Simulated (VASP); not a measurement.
Crystal: GeSe.

```
Ge Se
1.0
    10.79000    0.00000    0.00000
     0.00000    3.82000    0.00000
     0.00000    0.00000    4.38000
Ge Se
4 4
Direct
  0.12100 0.75000 0.89400
  0.62100 0.75000 0.60600
  0.37900 0.25000 0.39400
  0.87900 0.25000 0.10600
  0.85200 0.75000 0.49700
  0.35200 0.75000 0.00300
  0.64800 0.25000 0.99700
  0.14800 0.25000 0.50300
```

- Program: VASP 6.6.1
- Task: relaxation of cell and atoms
- Functional: LDA
- Potentials or basis: VASP PAW LDA potentials, release 64 (Ge_d, Se)
- Cutoff: 500 eV
- k mesh: 4 × 8 × 6
- Occupations: fermi-dirac, width 0.02 eV
- Spin: no spin polarisation

At the start: pressure -1.6 GPa; volume 22.57 Å³/atom.

Q: Where does the relaxation end?

A: Over 26 steps the energy falls by 9.1 meV/atom and the volume is 21.37 Å³/atom (-5.3 %); space group Pnma (No. 62, to 0.1 Å) before and after.

Step by step:
| step | energy change (eV) | largest force (eV/Å) | pressure (GPa) | volume (Å³) |
| --- | --- | --- | --- | --- |
| 1 | 0.0000 | 0.1702 | -1.57 | 180.53 |
| 2 | -0.0310 | 0.2199 | 0.41 | 174.80 |
| 3 | -0.0315 | 0.2049 | 0.17 | 175.46 |
| 4 | -0.0458 | 0.1429 | 0.00 | 174.66 |
| 5 | -0.0593 | 0.1214 | -0.22 | 172.77 |
| 6 | -0.0689 | 0.0607 | -0.07 | 171.47 |
| 7 | -0.0698 | 0.0390 | -0.02 | 170.93 |
| 8 | -0.0698 | 0.0375 | -0.01 | 170.89 |
| 9 | -0.0704 | 0.0287 | 0.04 | 170.88 |
| 10 | -0.0710 | 0.0255 | 0.09 | 170.87 |
| 11 | -0.0707 | 0.0525 | 0.20 | 170.84 |
| 12 | -0.0711 | 0.0319 | 0.13 | 170.86 |
| 13 | -0.0714 | 0.0247 | 0.01 | 171.20 |
| 14 | -0.0714 | 0.0213 | -0.07 | 171.37 |
| 15 | -0.0714 | 0.0221 | -0.07 | 171.33 |
| 16 | -0.0716 | 0.0205 | -0.06 | 171.27 |
| 17 | -0.0719 | 0.0167 | 0.02 | 171.07 |
| 18 | -0.0721 | 0.0161 | -0.03 | 171.06 |
| 19 | -0.0721 | 0.0195 | -0.03 | 171.06 |
| 20 | -0.0722 | 0.0173 | 0.02 | 170.91 |
| 21 | -0.0723 | 0.0153 | 0.07 | 170.76 |
| 22 | -0.0725 | 0.0117 | 0.00 | 170.92 |
| 23 | -0.0725 | 0.0140 | -0.04 | 170.98 |
| 24 | -0.0725 | 0.0129 | -0.01 | 170.95 |
| 25 | -0.0725 | 0.0131 | -0.03 | 170.96 |
| 26 | -0.0725 | 0.0091 | 0.00 | 170.95 |

Final structure:
```
CELL_PARAMETERS angstrom
10.61530 0.00000 0.00000
0.00000 3.83257 0.00000
0.00000 0.00000 4.20184
ATOMIC_POSITIONS crystal
Ge 0.11847 0.75000 0.89554
Ge 0.61847 0.75000 0.60446
Ge 0.38153 0.25000 0.39554
Ge 0.88153 0.25000 0.10446
Se 0.85652 0.75000 0.50778
Se 0.35652 0.75000 0.99222
Se 0.64348 0.25000 0.00778
Se 0.14348 0.25000 0.49222
```
